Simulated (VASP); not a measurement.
# C (Fd-3m) in VASP: notebook

C is run at these levels: r2SCAN; tasks: single point, relaxation of cell and atoms.

All numbers are computed with VASP 6.6.1; they aren't measurements. Logs are shortened: lines on timing, memory, paths and dates and some standing lists are left out, and cuts for length are marked.

**1. The cell of the first run**

Symmetry: Fd-3m, No. 227, cubic system. The conventional cell has a = 3.560 Å, b = 3.560 Å, c = 3.560 Å, α = 90.00°, β = 90.00°, γ = 90.00°. C (site symmetry -43m) has 4 C at 1.54 Å within 2.1 Å.

**2. Single point, r2SCAN**

File POSCAR:

```
C
1.0
    0.0000000000      1.7801050049      1.7801050049
    1.7801050049      0.0000000000      1.7801050049
    1.7801050049      1.7801050049      0.0000000000
C
2
Direct
   -0.1250000000     -0.1250000000     -0.1250000000
    0.1250000000      0.1250000000      0.1250000000
```

File INCAR.step1:

```
SYSTEM = C
  ALGO = Normal
  EDIFF = 1E-4
  ENCUT = 520
  GGA = PE
  ISMEAR = -1
  LASPH = .TRUE.
  LCHARG = .FALSE.
  LREAL = .FALSE.
  LWAVE = .TRUE.
  NBANDS = 11
  NELM = 60
  PREC = Accurate
  SIGMA = 0.02
```

File INCAR.step2:

```
SYSTEM = C
  ALGO = Normal
  EDIFF = 1E-6
  ENCUT = 520
  ISIF = 2
  ISMEAR = -1
  ISTART = 1
  LASPH = .TRUE.
  LCHARG = .TRUE.
  LELF = .TRUE.
  LMIXTAU = .TRUE.
  LREAL = .FALSE.
  LVHAR = .TRUE.
  LWAVE = .FALSE.
  METAGGA = R2SCAN
  NBANDS = 11
  NELM = 60
  PREC = Accurate
  SIGMA = 0.02
```

File KPOINTS:

```
k-points
0
G
  16 16 16
  0 0 0
```

Potentials or basis: VASP PAW PBE potentials, release 64 (C).

Launch:

```bash
> cat potpaw_PBE.64/C/POTCAR > POTCAR
> cp INCAR.step1 INCAR
> mpirun -np 1 vasp_std > vasp.out
> cp INCAR.step2 INCAR
> mpirun -np 1 vasp_std > vasp.out
```

OUTCAR:

```text
SYSTEM = C
   EDIFF = 1E-6
   ENCUT = 520
   ISIF = 2
   ISMEAR = -1
   ISTART = 1
   LASPH = .TRUE.
   LREAL = .FALSE.
   METAGGA = R2SCAN
   NELM = 60
   PREC = Accurate

 ion  position               nearest neighbor table
   1  0.875  0.875  0.875-   2 1.54   2 1.54   2 1.54   2 1.54
   2  0.125  0.125  0.125-   1 1.54   1 1.54   1 1.54   1 1.54

  LATTYP: Found a face centered cubic cell.
 ALAT       =     3.5602100098

  Lattice vectors:

 A1 = (   0.0000000000,   1.7801050049,   1.7801050049)
 A2 = (   1.7801050049,   0.0000000000,   1.7801050049)
 A3 = (   1.7801050049,   1.7801050049,   0.0000000000)

Analysis of symmetry for initial positions (statically):
=====================================================================
 Subroutine PRICEL returns:
 Original cell was already a primitive cell.

 Routine SETGRP: Setting up the symmetry group for a
 face centered cubic supercell.

 Subroutine GETGRP returns: Found 48 space group operations
 (whereof 12 operations were pure point group operations)
 out of a pool of 48 trial point group operations.

The static configuration has the point symmetry D_3d.
 The point group associated with its full space group is O_h .

Analysis of symmetry for dynamics (positions and initial velocities):
=====================================================================
 Subroutine PRICEL returns:
 Original cell was already a primitive cell.

 Routine SETGRP: Setting up the symmetry group for a
 face centered cubic supercell.

 Subroutine GETGRP returns: Found 48 space group operations
 (whereof 12 operations were pure point group operations)
 out of a pool of 48 trial point group operations.

The dynamic configuration has the point symmetry D_3d.
 The point group associated with its full space group is O_h .

 Subroutine INISYM returns: Found 48 space group operations
 (whereof 12 operations are pure point group operations),
 and found     1 'primitive' translations

----------------------------------------------------------------------------------------

                                     Primitive cell

  volume of cell :      11.2815

  direct lattice vectors                    reciprocal lattice vectors
     0.000000000  1.780105005  1.780105005    -0.280882307  0.280882307  0.280882307
     1.780105005  0.000000000  1.780105005     0.280882307 -0.280882307  0.280882307
     1.780105005  1.780105005  0.000000000     0.280882307  0.280882307 -0.280882307

  length of vectors
     2.517448640  2.517448640  2.517448640     0.486502426  0.486502426  0.486502426

  position of ions in fractional coordinates (direct lattice)
     0.875000000  0.875000000  0.875000000
     0.125000000  0.125000000  0.125000000

  ion indices of the primitive-cell ions
   primitive index   ion index
                 1           1
                 2           2

----------------------------------------------------------------------------------------

 KPOINTS: k-points

Automatic generation of k-mesh.
 Grid dimensions read from file:
 generate k-points for:   16   16   16

 Generating k-lattice:

  Cartesian coordinates                     Fractional coordinates (reciprocal lattice)
    -0.017555144  0.017555144  0.017555144     0.062500000  0.000000000  0.000000000
     0.017555144 -0.017555144  0.017555144     0.000000000  0.062500000  0.000000000
     0.017555144  0.017555144 -0.017555144     0.000000000  0.000000000  0.062500000

  Length of vectors
     0.030406402  0.030406402  0.030406402

  Shift w.r.t. Gamma in fractional coordinates (k-lattice)
     0.000000000  0.000000000  0.000000000

 Subroutine IBZKPT returns following result:
 ===========================================

 Found    145 irreducible k-points:

 Following reciprocal coordinates:
            Coordinates               Weight
  0.000000  0.000000  0.000000      1.000000
  0.062500  0.000000  0.000000      8.000000
  0.125000  0.000000  0.000000      8.000000
  0.187500  0.000000  0.000000      8.000000
  0.250000  0.000000  0.000000      8.000000
  0.312500  0.000000  0.000000      8.000000
[... 16 lines left out ...]
 -0.125000  0.062500  0.000000     24.000000
 -0.062500  0.062500  0.000000     12.000000
 [... further k-points ...]
   k-points           NKPTS =    145   k-points in BZ     NKDIM =    145   number of bands    NBANDS=     11
   number of dos      NEDOS =    301   number of ions     NIONS =      2
   total plane-waves  NPLWV =   8000
   dimension x,y,z NGX =    20 NGY =   20 NGZ =   20
   dimension x,y,z NGXF=    40 NGYF=   40 NGZF=   40
   ions per type =               2
   NGX,Y,Z   is equivalent  to a cutoff of  13.21, 13.21, 13.21 a.u.
   NGXF,Y,Z  is equivalent  to a cutoff of  26.41, 26.41, 26.41 a.u.
 SYSTEM =  C
   PREC   = accura    normal or accurate (medium, high low for compatibility)
   ISTART =      1    job   : 0-new  1-cont  2-samecut
   ICHARG =      0    charge: 1-file 2-atom 10-const
   ISPIN  =      1    spin polarized calculation?
   LNONCOLLINEAR =      F non collinear calculations
   LSORBIT =      F    spin-orbit coupling
   LASPH  =      T    aspherical Exc in radial PAW
   ENCUT  =  520.0 eV  38.22 Ry    6.18 a.u.   4.68  4.68  4.68*2*pi/ulx,y,z
   NELM   =     60;   NELMIN=  2; NELMDL=  0     # of ELM steps
   EDIFF  = 0.1E-05   stopping-criterion for ELM
   LREAL  =      F    real-space projection
   EDIFFG = 0.1E-04   stopping-criterion for IOM
   NSW    =      0    number of steps for IOM
   IBRION =     -1    ionic relax: 0-MD 1-quasi-New 2-CG
   NFREE  =      0    steps in history (QN), initial steepest desc. (CG)
   ISIF   =      2    stress and relaxation
   ISYM   =      2    0-nonsym 1-usesym 2-fastsym
   POTIM  = 0.5000    time-step for ionic-motion
   TEBEG  =    0.0;   TEEND  =   0.0 temperature during run
   PSTRESS=    0.0 pullay stress
   NELECT =       8.0000    total number of electrons
   NUPDOWN=      -1.0000    fix difference up-down
   EMIN   =  10.00;   EMAX   =-10.00  energy-range for DOS
   EFERMI =   0.00;   METHOD = LEGACY
   ISMEAR =    -1;   SIGMA  =   0.02  broadening in eV -4-tet -1-fermi 0-gaus
   EFERMI_NEDOS =   21; number of points for ismear=-14 and -15
   IALGO  =     38    algorithm
   IMIX   =      4    mixing-type and parameters
     AMIX     =   0.40;   BMIX     =  1.00
     AMIX_MAG =   1.60;   BMIX_MAG =  1.00
  volume/ion in A,a.u.               =       5.64        38.07
  Fermi-wavevector in a.u.,A,eV,Ry     =   1.459876  2.758765 28.997240  2.131237
  Thomas-Fermi vector in A             =   2.576391
   LORBIT       =      0    0 simple, 1 ext, 2 COOP (PROOUT), +10 PAW based schemes
   METAGGA = R2SCAN    functional components
   LHFCALC =     F    Hartree Fock is set to
   AEXX    =    0.0000 exact exchange contribution
   IVDW    =     0    specifies the selected vdW correction
   LEPSILON=     F    determine dielectric tensor
   LRPA    =     F    only Hartree local field effects (RPA)
 non-spin polarized calculation
  energy-cutoff  :      520.00
  volume of cell :       11.28
 maximum number of plane-waves:       316
   NGX =  9   NGY =  9   NGZ =  9

 number of electron       7.9999999 magnetization

 Free energy of the ion-electron system (eV)
  ---------------------------------------------------
  ext. energy  EPLUGINS =         0.00000000
  ---------------------------------------------------
  free energy    TOTEN  =       -19.65719323 eV

  energy without entropy =      -19.65719323  energy(sigma->0) =      -19.65719323

 E-fermi :  10.2201     XC(G=0): -14.2881

 val. band max:        9.7929162601   @ k =   0.0000   0.0000   0.0000
 cond. band min:      14.1311327185   @ k =   0.3750   0.3750   0.0000
 fundamental gap:      4.3382164584
 Fermi energy:        10.2200501586

 k-point     1 :       0.0000    0.0000    0.0000
  band No.  band energies     occupation
      1     -12.9788      2.00000
      2       9.7929      2.00000
      3       9.7929      2.00000
      4       9.7929      2.00000
      5      15.6436      0.00000
      6      15.6436      0.00000
      7      15.6436      0.00000
      8      23.7430      0.00000
      9      30.2624      0.00000
     10      37.2421      0.00000
     11      37.2421      0.00000

 k-point     2 :       0.0625    0.0000    0.0000
  band No.  band energies     occupation
      1     -12.8652      2.00000
      2       9.0009      2.00000
      3       9.5891      2.00000
      4       9.5891      2.00000
      5      15.9100      0.00000
      6      15.9100      0.00000
      7      16.1260      0.00000
      8      23.8557      0.00000
      9      30.4631      0.00000
     10      35.7459      0.00000
     11      35.7459      0.00000

 k-point     3 :       0.1250    0.0000    0.0000
  band No.  band energies     occupation
      1     -12.5255      2.00000
      2       7.1980      2.00000
      3       9.0921      2.00000
      4       9.0921      2.00000
      5      16.5664      0.00000
      6      16.5664      0.00000
      7      17.0263      0.00000
      8      24.1888      0.00000
      9      30.9632      0.00000
     10      34.2224      0.00000
     11      34.2224      0.00000
[... 267 lines left out ...]
 k-point    23 :      -0.1250    0.0625    0.0000
  band No.  band energies     occupation
      1     -12.2621      2.00000
      2       6.4726      2.00000
      3       7.8881      2.00000
      4       9.2380      2.00000
      5      16.4662      0.00000
      6      17.3780      0.00000
      7      17.6886      0.00000
      8      24.2974      0.00000
      9      31.3018      0.00000
     10      32.5612      0.00000
     11      34.3493      0.00000

 k-point    24 :      -0.0625    0.0625    0.0000
  band No.  band energies     occupation
      1     -12.6763      2.00000
      2       8.2570      2.00000
      3       8.6427      2.00000
      4       9.5992      2.00000
      5      15.9550      0.00000
      6      16.5353      0.00000
      7      16.8352      0.00000
      8      24.0070      0.00000
      9      30.7710      0.00000
     10      33.8975      0.00000
     11      35.2968      0.00000

 [... further k-points ...]

------------------------ aborting loop because EDIFF is reached ----------------------------------------

  FORCE on cell =-STRESS in cart. coord.  units (eV):
  Direction    XX          YY          ZZ          XY          YZ          ZX
  --------------------------------------------------------------------------------------
  -------------------------------------------------------------------------------------
  Total        0.0811529      0.0811529      0.0811529      0.0000000      0.0000000      0.0000000
  in kB       11.5251845     11.5251845     11.5251845      0.0000000      0.0000000      0.0000000
  external PRESSURE =      11.5251845 kB  Pullay stress =       0.0000000 kB

 VOLUME and BASIS-vectors are now :
 -----------------------------------------------------------------------------
  energy-cutoff  :      520.00
  volume of cell :       11.28
      direct lattice vectors                 reciprocal lattice vectors
     0.000000000  1.780105005  1.780105005    -0.280882307  0.280882307  0.280882307
     1.780105005  0.000000000  1.780105005     0.280882307 -0.280882307  0.280882307
     1.780105005  1.780105005  0.000000000     0.280882307  0.280882307 -0.280882307

 POSITION                                       TOTAL-FORCE (eV/Angst)
 -----------------------------------------------------------------------------------
      3.11518      3.11518      3.11518        -0.000000      0.000000      0.000000
      0.44503      0.44503      0.44503         0.000000     -0.000000     -0.000000
 -----------------------------------------------------------------------------------
    total drift:                                0.000000      0.000000     -0.000000

  FREE ENERGIE OF THE ION-ELECTRON SYSTEM (eV)
  ---------------------------------------------------
  free  energy   TOTEN  =       -19.6571932284 eV

  energy  without entropy=      -19.6571932284  energy(sigma->0) =      -19.65719323
```

Wall time 27 s (1 thread of Intel Xeon 6975P-C (Granite Rapids), shared host); peak memory 0.12 GiB.

What came out:

| Quantity | Value |
| --- | --- |
| Free energy | -19.6572 eV |
| Pressure | 1.2 GPa |
| Band gap on the k mesh | 4.34 eV, indirect (least direct gap 5.85 eV) |

Levels at points of the mesh, in eV from the valence-band top:
```csv
k point,band 1,band 2,band 3,band 4,band 5,band 6,band 7,band 8
"(0.00, 0.00, 0.00)",-22.77,0.00,0.00,0.00,5.85,5.85,5.85,13.95
"(0.50, 0.00, 0.00)",-16.79,-14.11,-2.99,-2.99,8.90,8.90,9.21,16.75
"(0.50, 0.50, 0.00)",-13.63,-13.63,-6.69,-6.69,5.01,5.01,17.96,17.96
```

Caveat: the PAW data sets were made with another functional, which shifts forces and pressure a little.

**3. Relaxation of cell and atoms, r2SCAN**

This run uses another cell than the first one, of 5.70 Å³/atom, 1.011 times its volume.

File POSCAR:

```
C
1.0
    0.0000000000      1.7863159877      1.7863159877
    1.7863159877      0.0000000000      1.7863159877
    1.7863159877      1.7863159877      0.0000000000
C
2
Direct
   -0.1250000000     -0.1250000000     -0.1250000000
    0.1250000000      0.1250000000      0.1250000000
```

File INCAR.step1:

```
  PREC = Accurate
  ENCUT = 600
  ISMEAR = -1
  SIGMA = 0.02
  LREAL = False
  LASPH = True
  NELM = 100
  GGA = PE
  ALGO = Normal
  EDIFF = 1E-4
  LWAVE = True
  LCHARG = False
```

File INCAR.step2:

```
  PREC = Accurate
  ENCUT = 600
  EDIFF = 1E-7
  ISMEAR = -1
  SIGMA = 0.02
  LREAL = False
  LASPH = True
  NELM = 100
  ALGO = Normal
  ISIF = 3
  LWAVE = False
  LCHARG = False
  METAGGA = R2SCAN
  LMIXTAU = True
  IBRION = 2
  NSW = 60
  EDIFFG = -0.005
  ISTART = 1
```

File KPOINTS:

```
regular mesh
0
Gamma
  16 16 16
```

Potentials or basis: VASP PAW PBE potentials, release 64 (C).

Launch:

```bash
> cat potpaw_PBE.64/C/POTCAR > POTCAR
> cp INCAR.step1 INCAR
> mpirun -np 1 vasp_std > vasp.out
> cp INCAR.step2 INCAR
> mpirun -np 1 vasp_std > vasp.out
```

Run time: 51 s. Hardware: 1 thread of Intel Xeon 6975P-C (Granite Rapids), shared host; peak memory 0.13 GiB.

It converged, with:

| Quantity | Value |
| --- | --- |
| Free energy | -19.6646 eV |
| Relaxed volume | 5.65 Å³/atom |
| Relaxed cell | a = 2.518 Å, b = 2.518 Å, c = 2.518 Å, α = 60.00°, β = 60.00°, γ = 60.00° |
| Space group after relaxing (to 0.05 Å) | Fd-3m (No. 227) |
| Energy gained by relaxing | 0.7 meV/atom |
| Ionic steps | 3 |
| Pressure after relaxing | 0.0 GPa |
| Band gap on the k mesh | 4.34 eV, indirect (least direct gap 5.85 eV) |

The path:
```csv
step,energy change (eV),largest force (eV/Å),pressure (GPa),volume (Å³)
1,0.0000,0.0000,-4.27,11.40
2,0.0009,0.0000,5.67,11.15
3,-0.0015,0.0000,0.01,11.29
```

Final structure:
```
CELL_PARAMETERS angstrom
0.00000 1.78056 1.78056
1.78056 0.00000 1.78056
1.78056 1.78056 0.00000
ATOMIC_POSITIONS crystal
C 0.87500 0.87500 0.87500
C 0.12500 0.12500 0.12500
```

Levels at points of the mesh, in eV from the valence-band top:
| k point | band 1 | band 2 | band 3 | band 4 | band 5 | band 6 | band 7 | band 8 |
| --- | --- | --- | --- | --- | --- | --- | --- | --- |
| (0.00, 0.00, 0.00) | -22.76 | 0.00 | 0.00 | 0.00 | 5.85 | 5.85 | 5.85 | 13.93 |
| (0.50, 0.00, 0.00) | -16.79 | -14.10 | -2.99 | -2.99 | 8.90 | 8.90 | 9.19 | 16.74 |
| (0.50, 0.50, 0.00) | -13.62 | -13.62 | -6.69 | -6.69 | 5.01 | 5.01 | 17.95 | 17.95 |

Caveat: the PAW data sets were made with another functional, which shifts forces and pressure a little. A k mesh can miss the band edges.

[end of part 1 of 2]
